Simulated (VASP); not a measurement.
Input of a VASP 6.6.1 run:

INCAR

```
PREC = Accurate
ENCUT = 520
EDIFF = 1E-6
ISMEAR = 0
SIGMA = 0.05
LREAL = F
LASPH = T
NELM = 80
ALGO = Normal
ISIF = 2
LWAVE = F
LCHARG = T
LELF = T
LVHAR = T
NBANDS = 16
```

KPOINTS

```
regular mesh
0
Gamma
  10 10 10
```

POSCAR

```
CaC2
1.0
   -1.9826560644      1.9826560644      3.3622168046
    1.9826560644     -1.9826560644      3.3622168046
    1.9826560644      1.9826560644     -3.3622168046
Ca C
1 2
Direct
    0.0000000000      0.0000000000      0.0000000000
    0.5978927200      0.5978927200      0.0000000000
    0.4021072800      0.4021072800      0.0000000000
```

Potentials or basis: VASP PAW LDA potentials, release 64 (Ca_sv, C).

Run with:

```sh
$ cat potpaw_LDA.64/Ca_sv/POTCAR potpaw_LDA.64/C/POTCAR > POTCAR
$ mpirun -np 1 vasp_std > vasp.out
```

(1) Predict the largest force.

(2) What does it give for the band gap on the k mesh?

(3) Predict the pressure.

Results:

(1) 3.495 eV/Å.

(2) 1.19 eV, indirect (least direct gap 2.18 eV).

(3) -12.9 GPa.

Caveat: the cell differs from its parent crystal (strain +0.025 along x and y, +0.050 along z); forces of over 1 eV/Å act on the atoms, so gaps and moduli don't describe the material at rest.
